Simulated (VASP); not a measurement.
# MnF2 (P4_2/mnm) in VASP: notebook

Runs on MnF2. Level: LDA+U. Tasks: single point.

Program: VASP 6.6.1. These are calculated values, not measurements. Logs are shortened: lines on timing, memory, paths and dates and some standing lists are left out, and cuts for length are marked.

## (1) The cell of the first run

Symmetry: P4_2/mnm, No. 136, tetragonal system. The conventional cell has a = 4.873 Å, b = 4.873 Å, c = 3.310 Å, α = 90.00°, β = 90.00°, γ = 90.00°. Within 2.8 Å of Mn (site symmetry mmm) lie 6 F at 2.10 to 2.13 Å. F (site symmetry m2m) has 3 Mn at 2.10 to 2.13 Å and 1 F at 2.69 Å within 2.8 Å.

## (2) Single point, LDA+U, collinear spin, ferromagnetic start

File INCAR:

```
SYSTEM = MnF2
  PREC = Accurate
  ENCUT = 520
  EDIFF = 1E-7
  ISMEAR = 0
  SIGMA = 0.05
  LREAL = .False.
  LASPH = .True.
  NELM = 150
  ALGO = Normal
  ISIF = 2
  LWAVE = .False.
  LCHARG = .False.
  ISPIN = 2
  MAGMOM = 5 5 0 0 0 0
  LORBIT = 11
  LMAXMIX = 4
  LDAU = .True.
  LDAUTYPE = 2
  LDAUL = 2 -1
  LDAUU = 4 0
  LDAUJ = 0 0
  LDAUPRINT = 1
  NBANDS = 40
```

File KPOINTS:

```
Automatic mesh
0
Gamma
  4 4 6
  0 0 0
```

File POSCAR:

```
MnF2
1.0
    4.8733996600      0.0000000000      0.0000000000
    0.0000000000      4.8733996600      0.0000000000
    0.0000000000      0.0000000000      3.3098997700
Mn F
2 4
Direct
    0.0000000000      0.0000000000      0.0000000000
    0.5000000000      0.5000000000      0.5000000000
    0.3050000000      0.3050000000      0.0000000000
    0.1950000000      0.8050000000      0.5000000000
    0.6950000000      0.6950000000      0.0000000000
    0.8050000000      0.1950000000      0.5000000000
```

Potentials or basis: VASP PAW LDA potentials, release 64 (Mn_pv, F).

On the command line:

```bash
$ cat potpaw_LDA.64/Mn_pv/POTCAR potpaw_LDA.64/F/POTCAR > POTCAR
$ mpirun -np 1 vasp_std > vasp.out
```

OUTCAR:

```text
SYSTEM = MnF2
   PREC = Accurate
   ENCUT = 520
   EDIFF = 1E-7
   ISMEAR = 0
   LREAL = .False.
   LASPH = .True.
   NELM = 150
   ISIF = 2
   ISPIN = 2
   LORBIT = 11

 ion  position               nearest neighbor table
   1  0.000  0.000  0.000-   3 2.10   5 2.10   4 2.13   6 2.13   4 2.13   6 2.13
   2  0.500  0.500  0.500-   4 2.10   6 2.10   5 2.13   3 2.13   3 2.13   5 2.13
   3  0.305  0.305  0.000-   1 2.10   2 2.13   2 2.13
   4  0.195  0.805  0.500-   2 2.10   1 2.13   1 2.13
   5  0.695  0.695  0.000-   1 2.10   2 2.13   2 2.13
   6  0.805  0.195  0.500-   2 2.10   1 2.13   1 2.13

  LATTYP: Found a simple tetragonal cell.
 ALAT       =     4.8733996600
 C/A-ratio  =     0.6791767556

  Lattice vectors:

 A1 = (   4.8733996600,   0.0000000000,   0.0000000000)
 A2 = (   0.0000000000,   4.8733996600,   0.0000000000)
 A3 = (   0.0000000000,   0.0000000000,   3.3098997700)

Analysis of symmetry for initial positions (statically):
=====================================================================
 Subroutine PRICEL returns:
 Original cell was already a primitive cell.

 Routine SETGRP: Setting up the symmetry group for a
 simple tetragonal supercell.

 Subroutine GETGRP returns: Found 16 space group operations
 (whereof  8 operations were pure point group operations)
 out of a pool of 16 trial point group operations.

The static configuration has the point symmetry D_2h.
 The point group associated with its full space group is D_4h.

Analysis of symmetry for dynamics (positions and initial velocities):
=====================================================================
 Subroutine PRICEL returns:
 Original cell was already a primitive cell.

 Routine SETGRP: Setting up the symmetry group for a
 simple tetragonal supercell.

 Subroutine GETGRP returns: Found 16 space group operations
 (whereof  8 operations were pure point group operations)
 out of a pool of 16 trial point group operations.

The dynamic configuration has the point symmetry D_2h.
 The point group associated with its full space group is D_4h.

Analysis of structural, dynamic, and magnetic symmetry:
=====================================================================
 Subroutine PRICEL returns:
 Original cell was already a primitive cell.

 Routine SETGRP: Setting up the symmetry group for a
 simple tetragonal supercell.

 Subroutine GETGRP returns: Found 16 space group operations
 (whereof  8 operations were pure point group operations)
 out of a pool of 16 trial point group operations.

The overall configuration has the point symmetry D_2h.
 The point group associated with its full space group is D_4h.

 Subroutine INISYM returns: Found 16 space group operations
 (whereof  8 operations are pure point group operations),
 and found     1 'primitive' translations

----------------------------------------------------------------------------------------

                                     Primitive cell

  volume of cell :      78.6102

  direct lattice vectors                    reciprocal lattice vectors
     4.873399660  0.000000000  0.000000000     0.205195566  0.000000000  0.000000000
     0.000000000  4.873399660  0.000000000     0.000000000  0.205195566  0.000000000
     0.000000000  0.000000000  3.309899770     0.000000000  0.000000000  0.302123952

  length of vectors
     4.873399660  4.873399660  3.309899770     0.205195566  0.205195566  0.302123952

  position of ions in fractional coordinates (direct lattice)
     0.000000000  0.000000000  0.000000000
     0.500000000  0.500000000  0.500000000
     0.305000000  0.305000000  0.000000000
     0.195000000  0.805000000  0.500000000
     0.695000000  0.695000000  0.000000000
     0.805000000  0.195000000  0.500000000

  ion indices of the primitive-cell ions
   primitive index   ion index
                 1           1
                 2           2
                 3           3
                 4           4
                 5           5
                 6           6

----------------------------------------------------------------------------------------

 KPOINTS: Automatic mesh

Automatic generation of k-mesh.
[... 105 lines left out ...]
   NGX = 19   NGY = 19   NGZ = 13

atom =   1  type =  1  l = 2

 onsite density matrix

spin component  1

  0.9691  0.0000 -0.0204  0.0000  0.0000
  0.0000  0.9638  0.0000 -0.0175  0.0000
 -0.0204  0.0000  0.9583  0.0000  0.0000
  0.0000 -0.0175  0.0000  0.9638  0.0000
  0.0000  0.0000  0.0000  0.0000  0.9461

spin component  2

  0.0467  0.0000 -0.0255  0.0000  0.0000
  0.0000  0.0384  0.0000 -0.0224  0.0000
 -0.0255  0.0000  0.0314  0.0000 -0.0000
  0.0000 -0.0224  0.0000  0.0384  0.0000
  0.0000  0.0000 -0.0000  0.0000  0.0148

 occupancies and eigenvectors

  o =  0.0124  v =  0.0000  0.0000  0.0000  0.0000  0.0000 -0.5972  0.0000 -0.8021  0.0000 -0.0000      0.0000  0.0000  0.0000  0.0000  0.0000  0.0000  0.0000  0.0000  0.0000  0.0000
[... 35 lines left out ...]
  o =  0.0608  v =  0.0000  0.0000  0.0000  0.0000  0.0000  0.0000  0.7071  0.0000  0.7071 -0.0000      0.0000  0.0000  0.0000  0.0000  0.0000  0.0000  0.0000  0.0000  0.0000  0.0000
  o =  0.0657  v =  0.0000  0.0000  0.0000  0.0000  0.0000 -0.8021  0.0000 -0.5972  0.0000  0.0000      0.0000  0.0000  0.0000  0.0000  0.0000  0.0000  0.0000  0.0000  0.0000  0.0000
  o =  0.9426  v = -0.6103  0.0000  0.7922  0.0000  0.0000  0.0000  0.0000  0.0000  0.0000  0.0000      0.0000  0.0000  0.0000  0.0000  0.0000  0.0000  0.0000  0.0000  0.0000  0.0000
  o =  0.9461  v =  0.0000  0.0000  0.0000  0.0000 -1.0000  0.0000  0.0000  0.0000  0.0000  0.0000      0.0000  0.0000  0.0000  0.0000  0.0000  0.0000  0.0000  0.0000  0.0000  0.0000
  o =  0.9463  v =  0.0000 -0.7071  0.0000  0.7071 -0.0000  0.0000  0.0000  0.0000  0.0000  0.0000      0.0000  0.0000  0.0000  0.0000  0.0000  0.0000  0.0000  0.0000  0.0000  0.0000
  o =  0.9813  v =  0.0000 -0.7071  0.0000 -0.7071 -0.0000  0.0000  0.0000  0.0000  0.0000  0.0000      0.0000  0.0000  0.0000  0.0000  0.0000  0.0000  0.0000  0.0000  0.0000  0.0000
  o =  0.9849  v = -0.7922  0.0000 -0.6103  0.0000 -0.0000  0.0000  0.0000  0.0000  0.0000  0.0000      0.0000  0.0000  0.0000  0.0000  0.0000  0.0000  0.0000  0.0000  0.0000  0.0000

 number of electron      54.0000032 magnetization      10.0000018

 Free energy of the ion-electron system (eV)
  ---------------------------------------------------
  ext. energy  EPLUGINS =         0.00000000
  ---------------------------------------------------
  free energy    TOTEN  =       -40.06303163 eV

  energy without entropy =      -40.06303163  energy(sigma->0) =      -40.06303163

 E-fermi :   2.2491     XC(G=0): -10.4683

 val. band max:        1.8640637216   @ k =   0.0000   0.0000   0.0000
 cond. band min:       3.9749525595   @ k =   0.0000   0.0000   0.0000
 fundamental gap:      2.1108888379
 Fermi energy:         2.2491396605

 spin component 1

 k-point     1 :       0.0000    0.0000    0.0000
  band No.  band energies     occupation
      1     -46.5830      1.00000
      2     -46.5830      1.00000
      3     -46.5261      1.00000
      4     -46.5261      1.00000
      5     -46.5236      1.00000
      6     -46.5216      1.00000
[... 997 lines left out ...]
     38      11.4516      0.00000
     39      11.6029      0.00000
 Fermi energy:         2.2491396605

 spin component 2

 k-point     1 :       0.0000    0.0000    0.0000
  band No.  band energies     occupation
      1     -41.9698      1.00000
      2     -41.9698      1.00000
      3     -41.9067      1.00000
      4     -41.9067      1.00000
      5     -41.9009      1.00000
      6     -41.8980      1.00000
[... 997 lines left out ...]
     38      12.0899      0.00000
     39      12.4642      0.00000
 [bands above 39 left out]

------------------------ aborting loop because EDIFF is reached ----------------------------------------

  FORCE on cell =-STRESS in cart. coord.  units (eV):
  Direction    XX          YY          ZZ          XY          YZ          ZX
  --------------------------------------------------------------------------------------
  -------------------------------------------------------------------------------------
  Total       -1.9792451     -1.9792451     -2.4593917      0.0000000      0.0000000      0.0000000
  in kB      -40.3395690    -40.3395690    -50.1255772      0.0000000      0.0000000      0.0000000
  external PRESSURE =     -43.6015717 kB  Pullay stress =       0.0000000 kB

 VOLUME and BASIS-vectors are now :
 -----------------------------------------------------------------------------
  energy-cutoff  :      520.00
  volume of cell :       78.61
      direct lattice vectors                 reciprocal lattice vectors
     4.873399660  0.000000000  0.000000000     0.205195566  0.000000000  0.000000000
     0.000000000  4.873399660  0.000000000     0.000000000  0.205195566  0.000000000
     0.000000000  0.000000000  3.309899770     0.000000000  0.000000000  0.302123952

 POSITION                                       TOTAL-FORCE (eV/Angst)
 -----------------------------------------------------------------------------------
      0.00000      0.00000      0.00000         0.000000      0.000000      0.000000
      2.43670      2.43670      1.65495         0.000000      0.000000      0.000000
      1.48639      1.48639      0.00000         0.032966      0.032966      0.000000
      0.95031      3.92309      1.65495        -0.032966      0.032966      0.000000
      3.38701      3.38701      0.00000        -0.032966     -0.032966      0.000000
      3.92309      0.95031      1.65495         0.032966     -0.032966      0.000000
 -----------------------------------------------------------------------------------
    total drift:                                0.000000      0.000000      0.000000

  FREE ENERGIE OF THE ION-ELECTRON SYSTEM (eV)
  ---------------------------------------------------
  free  energy   TOTEN  =       -40.0630316289 eV

  energy  without entropy=      -40.0630316289  energy(sigma->0) =      -40.06303163

 total charge

# of ion       s       p       d       tot
------------------------------------------
    1        0.172   6.153   4.952  11.277
    2        0.172   6.153   4.952  11.277
    3        1.724   4.349   0.000   6.073
    4        1.724   4.349   0.000   6.073
    5        1.724   4.349   0.000   6.073
    6        1.724   4.349   0.000   6.073
--------------------------------------------------
tot          7.242  29.701   9.903  46.846

 magnetization (x)

# of ion       s       p       d       tot
------------------------------------------
    1        0.020   0.018   4.621   4.659
    2        0.020   0.018   4.621   4.659
    3        0.006   0.056   0.000   0.062
    4        0.006   0.056   0.000   0.062
    5        0.006   0.056   0.000   0.062
    6        0.006   0.056   0.000   0.062
--------------------------------------------------
tot          0.066   0.258   9.243   9.567
```

It took 2.3 min on 1 thread of Intel Xeon Platinum 8488C (Sapphire Rapids), shared host; peak memory 0.23 GiB.

Results:

```yaml
Free_energy: -40.0630 eV
Pressure: -4.4 GPa
Largest_force: 0.047 eV/Å
Band_gap_on_the_k_mesh: 2.11 eV
Net_moment: 10.00 μB per cell
Site_moments: Mn +4.66; F +0.06 μB
Valence_electrons_inside_the_program's_atomic_spheres: Mn 11.28; F 6.07
```

Forces on the atoms (eV/Å):
```
Mn   0.000  0.000  0.000
Mn   0.000  0.000  0.000
F    0.033  0.033  0.000
F   -0.033  0.033  0.000
F   -0.033 -0.033  0.000
F    0.033 -0.033  0.000
```

Stress tensor (GPa, compression positive):
```
-4.03  0.00  0.00
 0.00 -4.03  0.00
 0.00  0.00 -5.01
```

Levels at points of the mesh, in eV from the valence-band top:
Spin up:
```
           k point  band 28  band 29  band 30  band 31  band 32  band 33  band 34  band 35  band 36  band 37
(0.00, 0.00, 0.00)    -2.17    -1.63    -0.58    -0.58     0.00     2.11     7.39     7.39     8.83    10.24
(0.50, 0.00, 0.00)    -2.08    -0.89    -0.89    -0.72    -0.72     4.47     4.47     8.70     8.70    10.68
(0.50, 0.50, 0.00)    -1.93    -1.28    -1.28    -0.58    -0.58     5.98     5.98     6.47     6.47    12.89
(0.00, 0.00, 0.50)    -1.90    -1.43    -1.43    -1.19    -1.19     6.69     6.69    10.41    10.41    10.61
(0.50, 0.00, 0.50)    -2.14    -1.80    -1.80    -0.31    -0.31     7.75     7.75     7.93     7.93    11.81
(0.50, 0.50, 0.50)    -2.11    -1.46    -1.46    -0.93    -0.93     7.83     7.83     8.73     8.73     9.59
```
Spin down:
```
           k point  band 18  band 19  band 20  band 21  band 22  band 23  band 24  band 25  band 26  band 27
(0.00, 0.00, 0.00)    -4.59    -3.84    -3.44    -3.44    -3.14     2.80     4.08     4.57     4.75     4.82
(0.50, 0.00, 0.00)    -4.43    -4.20    -4.20    -3.47    -3.47     4.26     4.26     4.91     4.91     4.94
(0.50, 0.50, 0.00)    -4.28    -3.91    -3.91    -3.78    -3.78     4.23     4.23     4.83     4.83     4.95
(0.00, 0.00, 0.50)    -4.45    -4.07    -4.07    -3.84    -3.84     4.66     4.66     4.68     4.68     4.78
(0.50, 0.00, 0.50)    -4.62    -3.87    -3.87    -3.65    -3.65     4.34     4.34     4.77     4.77     5.12
(0.50, 0.50, 0.50)    -4.43    -3.62    -3.62    -3.55    -3.55     4.68     4.68     4.68     4.68     4.97
```

Eigenvalues of the final occupation matrices:
| site | spin | trace | eigenvalues |
| --- | --- | --- | --- |
| site 1 d | 1 | 4.80 | 0.94 0.95 0.95 0.98 0.98 |
| site 1 d | 2 | 0.17 | 0.01 0.01 0.02 0.06 0.07 |
| site 2 d | 1 | 4.80 | 0.94 0.95 0.95 0.98 0.98 |
| site 2 d | 2 | 0.17 | 0.01 0.01 0.02 0.06 0.07 |

Caveat: the cell stands under tension; the run started ferromagnetic, and an antiferromagnetic order may lie lower in energy.

## (3) Single point, LDA+U, collinear spin, ferromagnetic start

File INCAR:

```
SYSTEM = MnF2
  PREC = Accurate
  ENCUT = 520
  EDIFF = 1E-6
  ISMEAR = 0
  SIGMA = 0.05
  LREAL = .FALSE.
  LASPH = .TRUE.
  NELM = 150
  ALGO = Normal
  ISIF = 2
  LWAVE = .FALSE.
  LCHARG = .FALSE.
  ISPIN = 2
  MAGMOM = 4.63 4.63 0.08 0.08 0.08 0.08
  LORBIT = 11
  LMAXMIX = 4
  LDAU = .TRUE.
  LDAUTYPE = 2
  LDAUL = 2 -1
  LDAUU = 4 0
  LDAUJ = 0 0
  LDAUPRINT = 1
  GGA = CA
  NBANDS = 40
```

File KPOINTS:

```
Automatic mesh
0
G
  4 4 6
  0 0 0
```

POSCAR is that of step 2.

Potentials or basis: VASP PAW LDA potentials, release 64 (Mn_pv, F).

On the command line:

```bash
$ cat potpaw_LDA.64/Mn_pv/POTCAR potpaw_LDA.64/F/POTCAR > POTCAR
$ mpirun -np 1 vasp_std > vasp.out
```

It took 2.6 min on 1 thread of Intel Xeon Platinum 8488C (Sapphire Rapids), shared host; peak memory 0.23 GiB.

Results (log left out):

| Property | Result |
| --- | --- |
| Free energy | -40.0630 eV |
| Pressure | -4.4 GPa |
| Largest force | 0.047 eV/Å |
| Band gap on the k mesh | 2.11 eV |
| Net moment | 10.00 μB per cell |
| Site moments | Mn +4.66; F +0.06 μB |
| Valence electrons inside the program's atomic spheres | Mn 11.28; F 6.07 |

Forces in eV/Å, atoms in the order of the input:
```
Mn   0.000  0.000  0.000
Mn   0.000  0.000  0.000
F    0.033  0.033  0.000
F   -0.033  0.033  0.000
F   -0.033 -0.033  0.000
F    0.033 -0.033  0.000
```

Stress tensor (GPa, compression positive):
```
-4.03  0.00  0.00
 0.00 -4.03  0.00
 0.00  0.00 -5.01
```

Levels at points of the mesh, in eV from the valence-band top:
Spin up:
```csv
k point,band 29,band 30,band 31,band 32,band 33,band 34,band 35,band 36
"(0.00, 0.00, 0.00)",-1.63,-0.58,-0.58,0.00,2.11,7.39,7.39,8.83
"(0.50, 0.00, 0.00)",-0.89,-0.89,-0.72,-0.72,4.47,4.47,8.70,8.70
"(0.50, 0.50, 0.00)",-1.28,-1.28,-0.58,-0.58,5.98,5.98,6.47,6.47
"(0.00, 0.00, 0.50)",-1.43,-1.43,-1.19,-1.19,6.69,6.69,10.41,10.41
"(0.50, 0.00, 0.50)",-1.80,-1.80,-0.31,-0.31,7.75,7.75,7.93,7.93
"(0.50, 0.50, 0.50)",-1.46,-1.46,-0.93,-0.93,7.83,7.83,8.73,8.73
```
Spin down:
```csv
k point,band 19,band 20,band 21,band 22,band 23,band 24,band 25,band 26
"(0.00, 0.00, 0.00)",-3.84,-3.44,-3.44,-3.14,2.80,4.08,4.57,4.75
"(0.50, 0.00, 0.00)",-4.20,-4.20,-3.47,-3.47,4.26,4.26,4.91,4.91
"(0.50, 0.50, 0.00)",-3.91,-3.91,-3.78,-3.78,4.23,4.23,4.83,4.83
"(0.00, 0.00, 0.50)",-4.07,-4.07,-3.84,-3.84,4.66,4.66,4.68,4.68
"(0.50, 0.00, 0.50)",-3.87,-3.87,-3.65,-3.65,4.34,4.34,4.77,4.77
"(0.50, 0.50, 0.50)",-3.62,-3.62,-3.55,-3.55,4.68,4.68,4.68,4.68
```

Eigenvalues of the final occupation matrices:
```tsv
site	spin	trace	eigenvalues
site 1 d	1	4.80	0.94 0.95 0.95 0.98 0.98
site 1 d	2	0.17	0.01 0.01 0.02 0.06 0.07
site 2 d	1	4.80	0.94 0.95 0.95 0.98 0.98
site 2 d	2	0.17	0.01 0.01 0.02 0.06 0.07
```

Caveat: the cell stands under tension; the run started ferromagnetic, and an antiferromagnetic order may lie lower in energy.

## (4) Single point, LDA+U, collinear spin, ferromagnetic start

File INCAR:

```
ALGO = Normal
EDIFF = 1E-6
ENCUT = 520
ISIF = 2
ISMEAR = 0
ISPIN = 2
LASPH = T
LCHARG = F
LDAU = T
LDAUJ = 0 0
LDAUL = 2 -1
LDAUPRINT = 1
LDAUTYPE = 2
LDAUU = 4 0
LMAXMIX = 4
LORBIT = 11
LREAL = F
LWAVE = F
MAGMOM = 2.5 2.5 0 0 0 0
NBANDS = 40
NELM = 150
NUPDOWN = 5.0
PREC = Accurate
SIGMA = 0.05
```

File KPOINTS:

```
k-points
0
Gamma
  4 4 6
```

POSCAR is that of step 3.

On the command line:

```bash
$ cat potpaw_LDA.64/Mn_pv/POTCAR potpaw_LDA.64/F/POTCAR > POTCAR
$ mpirun -np 1 vasp_std > vasp.out
```

It took 4.3 min on 1 thread of Intel Xeon Platinum 8488C (Sapphire Rapids), shared host; peak memory 0.23 GiB.

It converged, with:

| Quantity | Value |
| --- | --- |
| Free energy | -34.1441 eV |
| Pressure | -10.1 GPa |
| Largest force | 0.017 eV/Å |
| Net moment | 5.00 μB per cell |
| Site moments | Mn +2.41; F -0.01 μB |
| Valence electrons inside the program's atomic spheres | Mn 11.30; F 6.05 |

Forces on the atoms (eV/Å):
```
Mn   0.000  0.000  0.000
Mn   0.000  0.000  0.000
F    0.012  0.012  0.000
F   -0.012  0.012  0.000
F   -0.012 -0.012  0.000
F    0.012 -0.012  0.000
```

Stress tensor (GPa, compression positive):
```
-10.42   0.00   0.00
  0.00 -10.42   0.00
  0.00   0.00  -9.59
```

Eigenvalues of the final occupation matrices:
| site | spin | trace | eigenvalues |
| --- | --- | --- | --- |
| site 1 d | 1 | 3.70 | 0.09 0.79 0.94 0.94 0.94 |
| site 1 d | 2 | 1.30 | 0.02 0.02 0.07 0.25 0.95 |
| site 2 d | 1 | 3.70 | 0.09 0.79 0.94 0.94 0.94 |
| site 2 d | 2 | 1.30 | 0.02 0.02 0.07 0.25 0.95 |

Caveat: the cell stands under tension; the total moment is fixed, so each spin has its own Fermi level and the state may be an excited one; the run started ferromagnetic, and an antiferromagnetic order may lie lower in energy.
